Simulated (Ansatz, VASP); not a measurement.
# SnSe in VASP and in Ansatz

```xyz
2
Lattice="0.0000 3.0276 3.0276 3.0276 0.0000 3.0276 3.0276 3.0276 0.0000" Properties=species:S:1:pos:R:3 pbc="T T T"
Sn    0.0000    0.0000    0.0000
Se    3.0276    3.0276    3.0276
```

Alike in both runs: functional r2SCAN; k mesh 8 × 8 × 8; occupations fermi-dirac, width 0.02 eV; no spin polarisation.

Ansatz relaxed the structure, and its values are those at the end. VASP's run is a single point on that final structure, the one shown.

```csv
,VASP,Ansatz
version,VASP 6.6.1,Ansatz 0.2.0
potentials or method,"VASP PAW PBE potentials, release 64 (Sn_d, Se), cutoff 520 eV",PAW plane waves
valence electrons in the cell,20,30
```

|  | VASP | Ansatz | Ansatz less VASP |
| --- | --- | --- | --- |
| pressure (GPa) | -1.0 | -1.0 | +0.01 |

VASP's potentials were made for PBE, not for r2SCAN. VASP's potentials hold 20 valence electrons a cell and Ansatz's 30, so a difference there can come from the potentials and not from the codes. Ansatz's warnings: stress scf threshold loose.
